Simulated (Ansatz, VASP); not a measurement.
Sn: VASP beside Ansatz

```xyz
2
Lattice="-2.8994 2.9008 1.5582 2.9008 -2.8994 1.5582 2.8986 2.8986 -1.5556" Properties=species:S:1:pos:R:3 pbc="T T T"
Sn    2.9007   -2.8993    1.5582
Sn    0.0000    2.8999    0.7803
```

Alike in both runs: task single point; functional LDA; k mesh 7 × 7 × 5; occupations fermi-dirac, width 0.1 eV; no spin polarisation.

|  | VASP | Ansatz |
| --- | --- | --- |
| version | VASP 6.6.1 | Ansatz 0.2.0 |
| potentials or method | VASP PAW LDA potentials, release 64 (Sn_d), cutoff 520 eV | plane waves (420 eV) with PAW, scalar-relativistic |
| valence electrons in the cell | 28 | 28 |

|  | VASP | Ansatz | Ansatz less VASP |
| --- | --- | --- | --- |
| pressure (GPa) | -0.1 | -0.1 | 0.00 |
| traceless stress, the component that is largest in VASP (GPa) | 0.81 | 0.79 | -0.015 |

Ansatz warns that its potentials were made for another functional, while VASP's fit it. LDA's correlation is that of Perdew and Zunger in VASP and of Perdew and Wang (1992) in Ansatz.
